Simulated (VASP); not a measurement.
Input of a VASP 6.6.1 run:

The input INCAR:

```
  PREC = Accurate
  ENCUT = 520
  EDIFF = 1E-6
  ISMEAR = 0
  SIGMA = 0.03
  LREAL = False
  LASPH = True
  NELM = 80
  ALGO = Normal
  ISIF = 2
  LWAVE = False
  LCHARG = True
  GGA = CA
  LELF = True
  LVHAR = True
  NBANDS = 17
```

File KPOINTS:

```
Automatic mesh
0
Gamma
  10 10 10
```

POSCAR

```
PbS
1.0
    0.0000000000      2.7426250000      2.7426250000
    2.9650000000     -0.2223750000      2.9650000000
    2.9650000000      2.9650000000     -0.2223750000
Pb S
1 1
Direct
    0.0000000000      0.0000000000      0.0000000000
    0.5000000000      0.5000000000      0.5000000000
```

Potentials or basis: VASP PAW LDA potentials, release 64 (Pb_d, S).

Launch:

```sh
$ cat potpaw_LDA.64/Pb_d/POTCAR potpaw_LDA.64/S/POTCAR > POTCAR
$ mpirun -np 1 vasp_std > vasp.out
```

Q: What does it give for the pressure?

A: -2.6 GPa.

Q: Predict the band gap on the k mesh.

A: Zero (band 10 reaches 5.90 eV, above the bottom of band 11 at 5.37 eV).

Stress tensor (GPa, compression positive):
```
-2.99  0.00  0.00
 0.00 -2.43  3.15
 0.00  3.15 -2.43
```

Caveat: the cell differs from its parent crystal (strain -0.1500 x Voigt [0, 0, 0, 1, 0, 0]); spin-orbit coupling is left out, which moves the levels of the heavy elements.
